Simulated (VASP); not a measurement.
# BAs (F-43m) in VASP: a series of runs

The runs below take BAs through vibrations by perturbation theory, with LDA.

Program: VASP 6.6.1. These are calculated values, not measurements. Logs are shortened: lines on timing, memory, paths and dates and some standing lists are left out, and cuts for length are marked.

## 1. The cell of the first run

The structure is cubic, space group F-43m (No. 216). The conventional cell has a = 4.563 Å, b = 4.563 Å, c = 4.563 Å, α = 90.00°, β = 90.00°, γ = 90.00°. Within 2.6 Å of B (site symmetry -43m) lie 4 As at 1.98 Å. Within 2.6 Å of As (site symmetry -43m) lie 4 B at 1.98 Å.

## 2. Vibrations by perturbation theory, LDA

INCAR

```
PREC     = Accurate       # precision mode
ENCUT    = 520            # plane-wave cutoff, eV
EDIFF    = 1E-8           # SCF threshold, eV
ISMEAR   = 0              # smearing method
SIGMA    = 0.01           # smearing width, eV
LREAL    = False          # projectors in reciprocal space
LASPH    = True           # aspherical terms in the spheres
NELM     = 80             # most SCF steps
ALGO     = Normal         # electronic algorithm
ISIF     = 2              # what is computed and relaxed
LWAVE    = False          # write WAVECAR
LCHARG   = False          # write CHGCAR
NBANDS   = 11             # bands
IBRION   = 8              # ionic algorithm
NSW      = 1              # ionic steps
LEPSILON = True           # dielectric tensor by DFPT
```

KPOINTS

```
Automatic mesh
0
Gamma
  10 10 10
```

POSCAR

```
BAs
1.0
    0.0000000000      2.2815416012      2.2815416012
    2.2815416012      0.0000000000      2.2815416012
    2.2815416012      2.2815416012      0.0000000000
B As
1 1
Direct
    0.0000000000      0.0000000000      0.0000000000
    0.7500000000      0.7500000000      0.7500000000
```

Potentials or basis: VASP PAW LDA potentials, release 64 (B, As).

On the command line:

```console
$ cat potpaw_LDA.64/B/POTCAR potpaw_LDA.64/As/POTCAR > POTCAR
$ mpirun -np 1 vasp_std > vasp.out
```

OUTCAR:

```text
PREC = Accurate
   ENCUT = 520
   EDIFF = 1E-8
   ISMEAR = 0
   LREAL = False
   LASPH = True
   NELM = 80
   ISIF = 2
   IBRION = 8
   NSW = 1
   LEPSILON = True

 ion  position               nearest neighbor table
   1  0.000  0.000  0.000-   2 1.98   2 1.98   2 1.98   2 1.98
   2  0.750  0.750  0.750-   1 1.98   1 1.98   1 1.98   1 1.98

  LATTYP: Found a face centered cubic cell.
 ALAT       =     4.5630832024

  Lattice vectors:

 A1 = (   0.0000000000,   2.2815416012,   2.2815416012)
 A2 = (   2.2815416012,   0.0000000000,   2.2815416012)
 A3 = (   2.2815416012,   2.2815416012,   0.0000000000)

Analysis of symmetry for initial positions (statically):
=====================================================================
 Subroutine PRICEL returns:
 Original cell was already a primitive cell.

 Routine SETGRP: Setting up the symmetry group for a
 face centered cubic supercell.

 Subroutine GETGRP returns: Found 24 space group operations
 (whereof 24 operations were pure point group operations)
 out of a pool of 48 trial point group operations.

The static configuration has the point symmetry T_d .

Analysis of symmetry for dynamics (positions and initial velocities):
=====================================================================
 Subroutine PRICEL returns:
 Original cell was already a primitive cell.

 Routine SETGRP: Setting up the symmetry group for a
 face centered cubic supercell.

 Subroutine GETGRP returns: Found 24 space group operations
 (whereof 24 operations were pure point group operations)
 out of a pool of 48 trial point group operations.

The dynamic configuration has the point symmetry T_d .

 Subroutine INISYM returns: Found 24 space group operations
 (whereof 24 operations are pure point group operations),
 and found     1 'primitive' translations

----------------------------------------------------------------------------------------

                                     Primitive cell

  volume of cell :      23.7528

  direct lattice vectors                    reciprocal lattice vectors
     0.000000000  2.281541601  2.281541601    -0.219150069  0.219150069  0.219150069
     2.281541601  0.000000000  2.281541601     0.219150069 -0.219150069  0.219150069
     2.281541601  2.281541601  0.000000000     0.219150069  0.219150069 -0.219150069

  length of vectors
     3.226587076  3.226587076  3.226587076     0.379579054  0.379579054  0.379579054

  position of ions in fractional coordinates (direct lattice)
     0.000000000  0.000000000  0.000000000
     0.750000000  0.750000000  0.750000000

  ion indices of the primitive-cell ions
   primitive index   ion index
                 1           1
                 2           2

----------------------------------------------------------------------------------------

 KPOINTS: Automatic mesh

Automatic generation of k-mesh.
 Grid dimensions read from file:
 generate k-points for:   10   10   10

 Generating k-lattice:

  Cartesian coordinates                     Fractional coordinates (reciprocal lattice)
[... 483 lines left out ...]

 Free energy of the ion-electron system (eV)
  ---------------------------------------------------
  ---------------------------------------------------
  free energy    TOTEN  =        -0.58138085 eV

  energy without entropy =       -0.58138085

------------------------ aborting loop because EDIFF is reached ----------------------------------------

--------------------------------------- Ionic step        2  -------------------------------------------

------------------------ aborting loop because EDIFF is reached ----------------------------------------

--------------------------------------- Ionic step        3  -------------------------------------------

------------------------ aborting loop because EDIFF is reached ----------------------------------------

 PIEZOELECTRIC TENSOR FIELD DIRECTION 3  (e Angst)
 -----------------------------------------------------------------------------
    -0.00049 -0.40743  0.00000           ( -0.00000 -0.10057  0.00000)
    -0.40743 -0.00049  0.00000           ( -0.10057 -0.00000  0.00000)
     0.00000  0.00000  0.00017           (  0.00000  0.00000 -0.00000)

 PIEZOELECTRIC TENSOR FIELD DIRECTION 3  (C/m^2)
 -----------------------------------------------------------------------------
    -0.00033 -0.27482  0.00000
    -0.27482 -0.00033  0.00000
     0.00000  0.00000  0.00011

--------------------------------------- Ionic step        4  -------------------------------------------

------------------------ aborting loop because EDIFF is reached ----------------------------------------

[... ionic steps 5 to 6 ...]

--------------------------------------- Ionic step        7  -------------------------------------------

 Free energy of the ion-electron system (eV)
  ---------------------------------------------------
  ---------------------------------------------------
  free energy    TOTEN  =        -0.03703678 eV

  energy without entropy =       -0.03703678

------------------------ aborting loop because EDIFF is reached ----------------------------------------

 INTERNAL STRAIN TENSOR  FOR ION    2  DIRECTION 1   (eV/Angst):
 -----------------------------------------------------------------------------
    -0.00973  0.00000  0.00000
     0.00000  0.00711 12.91150
     0.00000 12.91150  0.00711

 MACROSCOPIC STATIC DIELECTRIC TENSOR (including local field effects in DFT)
 ------------------------------------------------------
           9.393043     0.000000     0.000000
          -0.000000     9.393043     0.000000
           0.000000    -0.000000     9.393043
 ------------------------------------------------------

 PIEZOELECTRIC TENSOR (including local field effects)  for field in x, y, z        (e  Angst)
          XX          YY          ZZ          XY          YZ          ZX
  --------------------------------------------------------------------------------
  x     0.00000     0.00000    -0.00000     0.00000    -0.40242     0.00000
  y     0.00000     0.00000     0.00000     0.00000     0.00000    -0.40242
  z     0.00000     0.00000     0.00000    -0.40242     0.00000     0.00000

 PIEZOELECTRIC TENSOR (including local field effects)  for field in x, y, z        (C/m^2)
          XX          YY          ZZ          XY          YZ          ZX
  --------------------------------------------------------------------------------
  x     0.00000     0.00000    -0.00000     0.00000    -0.27144     0.00000
  y     0.00000     0.00000     0.00000     0.00000     0.00000    -0.27144
  z     0.00000     0.00000     0.00000    -0.27144     0.00000     0.00000

 BORN EFFECTIVE CHARGES (including local field effects) (in |e|, cummulative output)
 ---------------------------------------------------------------------------------
 ion    1
    1    -0.89775    -0.00000     0.00000
    2     0.00000    -0.89775     0.00000
    3    -0.00000     0.00000    -0.89775
 ion    2
    1     0.89775     0.00000     0.00000
    2    -0.00000     0.89775    -0.00000
    3     0.00000     0.00000     0.89775

 INTERNAL STRAIN TENSOR FOR ION    2 for displacements in x,y,z  (eV/Angst):
          X           Y           Z          XY          YZ          ZX
  --------------------------------------------------------------------------------
  x    -0.00000     0.00000     0.00000     0.00000    12.91150     0.00000
  y     0.00000     0.00000     0.00000     0.00000     0.00000    12.91150
  z     0.00000     0.00000    -0.00000    12.91150     0.00000     0.00000

 SECOND DERIVATIVES (NOT SYMMETRIZED)
 ------------------------------------
               1X          1Y          1Z          2X          2Y          2Z
  1X   -21.510846    0.000000    0.000000   21.510846    0.000000    0.000000
  1Y     0.000000  -21.510846    0.000000    0.000000   21.510846    0.000000
  1Z     0.000000    0.000000  -21.510846    0.000000    0.000000   21.510846
  2X    21.505292    0.000000    0.000000  -21.505292    0.000000    0.000000
  2Y     0.000000   21.505292    0.000000    0.000000  -21.505292    0.000000
  2Z     0.000000    0.000000   21.505292    0.000000    0.000000  -21.505292

 Eigenvectors and eigenvalues of the dynamical matrix
 ----------------------------------------------------

   1 f  =   23.588960 THz   148.213809 2PiTHz  786.843023 cm-1    97.556058 meV
             X         Y         Z           dx          dy          dz
      0.000000  0.000000  0.000000     0.934841   -0.000000    0.000000
      3.422312  3.422312  3.422312    -0.355067    0.000000    0.000000
[... 21 lines left out ...]
   6 f/i=    0.001011 THz     0.006353 2PiTHz    0.033728 cm-1     0.004182 meV
             X         Y         Z           dx          dy          dz
      0.000000  0.000000  0.000000     0.326815   -0.138728   -0.004344
      3.422312  3.422312  3.422312     0.860458   -0.365253   -0.011437

--------------------------------------------------------------------------------------------------------

 MACROSCOPIC STATIC DIELECTRIC TENSOR IONIC CONTRIBUTION
 ------------------------------------------------------
           0.285472    -0.000000     0.000000
          -0.000000     0.285472    -0.000000
           0.000000    -0.000000     0.285472
 ------------------------------------------------------

 ELASTIC MODULI CONTR FROM IONIC RELAXATION (kBar)
 Direction    XX          YY          ZZ          XY          YZ          ZX
 --------------------------------------------------------------------------------
 XX          -0.0000     -0.0000      0.0000     -0.0000      0.0000     -0.0000
 YY          -0.0000     -0.0000     -0.0000     -0.0000     -0.0000     -0.0000
 ZZ           0.0000     -0.0000     -0.0000      0.0000     -0.0000     -0.0000
 XY          -0.0000     -0.0000      0.0000   -540.5363      0.0000      0.0000
 YZ           0.0000     -0.0000     -0.0000      0.0000   -540.5363      0.0000
 ZX          -0.0000     -0.0000     -0.0000      0.0000      0.0000   -540.5363
 --------------------------------------------------------------------------------

 PIEZOELECTRIC TENSOR IONIC CONTR  for field in x, y, z        (C/m^2)
          XX          YY          ZZ          XY          YZ          ZX
  --------------------------------------------------------------------------------
  x    -0.00000     0.00000     0.00000     0.00000     0.36963     0.00000
  y     0.00000     0.00000     0.00000    -0.00000    -0.00000     0.36963
  z     0.00000     0.00000    -0.00000     0.36963     0.00000     0.00000
```

It took 67 s on 1 thread of Intel Xeon 6975P-C (Granite Rapids), shared host; peak memory 0.23 GiB.

What came out:

- Electronic dielectric tensor (diagonal): 9.39
- Born charges (mean of the diagonal): B -0.90; As +0.90 e
- Highest phonon frequency at Γ, LO-TO splitting left out: 787 cm⁻¹

Phonon frequencies in cm⁻¹ (negative: imaginary):
```csv
q point,frequencies
"(0.000, 0.000, 0.000)",0 0 0 787 787 787
```

Electronic dielectric tensor:
```
9.39 0.00 0.00
0.00 9.39 0.00
0.00 0.00 9.39
```

Born effective charge tensors (e):
atom 1, B
```
-0.90  0.00  0.00
 0.00 -0.90  0.00
 0.00  0.00 -0.90
```
atom 2, As
```
0.90 0.00 0.00
0.00 0.90 0.00
0.00 0.00 0.90
```

Caveat: the cell wasn't relaxed at this level first, which shifts response properties.

## 3. Vibrations by perturbation theory, LDA

This run uses another cell than the first one, of 13.07 Å³/atom, 1.101 times its volume.

INCAR

```
  PREC = Accurate
  ENCUT = 520
  EDIFF = 1E-8
  ISMEAR = 0
  SIGMA = 0.01
  LREAL = False
  LASPH = True
  NELM = 80
  ALGO = Normal
  ISIF = 2
  LWAVE = False
  LCHARG = False
  GGA = CA
  IBRION = 8
  NSW = 1
  LEPSILON = True
```

KPOINTS

```
regular mesh
0
Gamma
  10 10 10
```

POSCAR

```
BAs
1.0
    0.0000000000      2.3556650338      2.3556650338
    2.3556650338      0.0000000000      2.3556650338
    2.3556650338      2.3556650338      0.0000000000
B As
1 1
Direct
    0.0000000000      0.0000000000      0.0000000000
    0.7500000000      0.7500000000      0.7500000000
```

Potentials or basis: VASP PAW LDA potentials, release 64 (B, As).

On the command line:

```console
$ cat potpaw_LDA.64/B/POTCAR potpaw_LDA.64/As/POTCAR > POTCAR
$ mpirun -np 1 vasp_std > vasp.out
```

OUTCAR:

```text
PREC = Accurate
   ENCUT = 520
   EDIFF = 1E-8
   ISMEAR = 0
   LREAL = False
   LASPH = True
   NELM = 80
   ISIF = 2
   GGA = CA
   IBRION = 8
   NSW = 1
   LEPSILON = True

 ion  position               nearest neighbor table
   1  0.000  0.000  0.000-   2 2.04   2 2.04   2 2.04   2 2.04
   2  0.750  0.750  0.750-   1 2.04   1 2.04   1 2.04   1 2.04

  LATTYP: Found a face centered cubic cell.
 ALAT       =     4.7113300676

  Lattice vectors:

 A1 = (   0.0000000000,   2.3556650338,   2.3556650338)
 A2 = (   2.3556650338,   0.0000000000,   2.3556650338)
 A3 = (   2.3556650338,   2.3556650338,   0.0000000000)

Analysis of symmetry for initial positions (statically):
=====================================================================
 Subroutine PRICEL returns:
 Original cell was already a primitive cell.

 Routine SETGRP: Setting up the symmetry group for a
[... 563 lines left out ...]

 SECOND DERIVATIVES (NOT SYMMETRIZED)
 ------------------------------------
               1X          1Y          1Z          2X          2Y          2Z
  1X   -17.733573    0.000000    0.000000   17.733573    0.000000    0.000000
  1Y     0.000000  -17.733573    0.000000    0.000000   17.733573    0.000000
  1Z     0.000000    0.000000  -17.733573    0.000000    0.000000   17.733573
  2X    17.731947    0.000000    0.000000  -17.731947    0.000000    0.000000
  2Y     0.000000   17.731947    0.000000    0.000000  -17.731947    0.000000
  2Z     0.000000    0.000000   17.731947    0.000000    0.000000  -17.731947

 Eigenvectors and eigenvalues of the dynamical matrix
 ----------------------------------------------------

   1 f  =   21.418188 THz   134.574445 2PiTHz  714.433855 cm-1    88.578469 meV
             X         Y         Z           dx          dy          dz
      0.000000  0.000000  0.000000     0.000000   -0.000000   -0.934831
      3.533498  3.533498  3.533498    -0.000000   -0.000000    0.355093
[... 21 lines left out ...]
   6 f/i=    0.000326 THz     0.002048 2PiTHz    0.010872 cm-1     0.001348 meV
             X         Y         Z           dx          dy          dz
      0.000000  0.000000  0.000000     0.011413   -0.031081    0.353545
      3.533498  3.533498  3.533498     0.030046   -0.081825    0.930758

--------------------------------------------------------------------------------------------------------

 MACROSCOPIC STATIC DIELECTRIC TENSOR IONIC CONTRIBUTION
 ------------------------------------------------------
           0.148060     0.000000     0.000000
           0.000000     0.148060    -0.000000
           0.000000    -0.000000     0.148060
 ------------------------------------------------------

 ELASTIC MODULI CONTR FROM IONIC RELAXATION (kBar)
 Direction    XX          YY          ZZ          XY          YZ          ZX
 --------------------------------------------------------------------------------
 XX          -0.0000      0.0000      0.0000     -0.0000      0.0000     -0.0000
 YY           0.0000     -0.0000      0.0000     -0.0000     -0.0000      0.0000
 ZZ           0.0000      0.0000     -0.0000      0.0000     -0.0000     -0.0000
 XY          -0.0000     -0.0000      0.0000   -241.3580     -0.0000     -0.0000
 YZ           0.0000     -0.0000     -0.0000     -0.0000   -241.3580      0.0000
 ZX          -0.0000      0.0000     -0.0000     -0.0000      0.0000   -241.3580
 --------------------------------------------------------------------------------

 PIEZOELECTRIC TENSOR IONIC CONTR  for field in x, y, z        (C/m^2)
          XX          YY          ZZ          XY          YZ          ZX
  --------------------------------------------------------------------------------
  x    -0.00000     0.00000     0.00000     0.00000     0.17788    -0.00000
  y     0.00000    -0.00000     0.00000    -0.00000    -0.00000     0.17788
  z     0.00000     0.00000    -0.00000     0.17788     0.00000     0.00000
```

OSZICAR:

```text
N       E                     dE             d eps       ncg     rms          rms(c)
DAV:   1     0.119184626830E+02    0.11918E+02   -0.39137E+03   752   0.880E+02
DAV:   2    -0.133932280429E+02   -0.25312E+02   -0.24616E+02  1160   0.110E+02
DAV:   3    -0.137351743115E+02   -0.34195E+00   -0.34195E+00   840   0.170E+01
DAV:   4    -0.137356487136E+02   -0.47440E-03   -0.47440E-03  1200   0.697E-01
[... 147 lines left out ...]
RMM:   7    -0.376053799786E-01    0.14873E-06    0.69977E-07  4755   0.718E-05    0.495E-05
RMM:   8    -0.376053148856E-01    0.65093E-07    0.21317E-07  4738   0.293E-05    0.108E-05
RMM:   9    -0.376053640164E-01   -0.49131E-07    0.88818E-09  4524   0.570E-06    0.818E-07
RMM:  10    -0.376053745794E-01   -0.10563E-07    0.86204E-10  3615   0.155E-06    0.245E-07
RMM:  11    -0.376053742833E-01    0.29612E-09   -0.15322E-16  1922   0.697E-07    0.112E-07
 Linear response finished
```

stdout:

```text
POSCAR found type information on POSCAR B As
 POSCAR found :  2 types and       2 ions
 scaLAPACK will be used
 LDA part: xc-table for (Slater(with rela. corr.)+CA(PZ))
 , standard interpolation
 POSCAR, INCAR and KPOINTS ok, starting setup
 FFT: planning ... GRIDC
 FFT: planning ... GRID_SOFT
 FFT: planning ... GRID
 WAVECAR not read
 entering main loop
[... 23 lines left out ...]
  Direction:   3
 dielectric tensor                  component  3 :     1.752     2.152     9.681
 Linear response DOF=           2
 Linear response progress:
 first order change of Fermi-energy   0.15168E-03
 force on displaced ion       1 direction 1 : -17.734   0.000   0.000
 Born effective charge ion    1 direction 1 :  -0.629   0.000   0.000
 Linear response progress:
 first order change of Fermi-energy   0.66645E-04
 force on displaced ion       2 direction 1 : -17.732  -0.000  -0.000
 Born effective charge ion    2 direction 1 :   0.607   0.000   0.000
 Born effective charges drift removed
 Linear response finished
```

Wall time 2.3 min (1 thread of AMD EPYC 9R45 (Zen 5), shared host); peak memory 0.2 GiB.

What came out:

```yaml
Electronic_dielectric_tensor_diagonal: 9.68
Born_charges_mean_of_the_diagonal: B -0.62; As +0.62 e
Highest_phonon_frequency_at_Γ_LO-TO_splitting_left_out: 714 cm⁻¹
```

Phonon frequencies in cm⁻¹ (negative: imaginary):
| q point | frequencies |
| --- | --- |
| (0.000, 0.000, 0.000) | 0 0 0 714 714 714 |

Electronic dielectric tensor:
```
9.68 0.00 0.00
0.00 9.68 0.00
0.00 0.00 9.68
```

Born effective charge tensors (e):
atom 1, B
```
-0.62  0.00  0.00
 0.00 -0.62  0.00
 0.00  0.00 -0.62
```
atom 2, As
```
0.62 0.00 0.00
0.00 0.62 0.00
0.00 0.00 0.62
```

Caveat: the cell wasn't relaxed at this level first, which shifts response properties.

(Continued in part 2 of 3.)
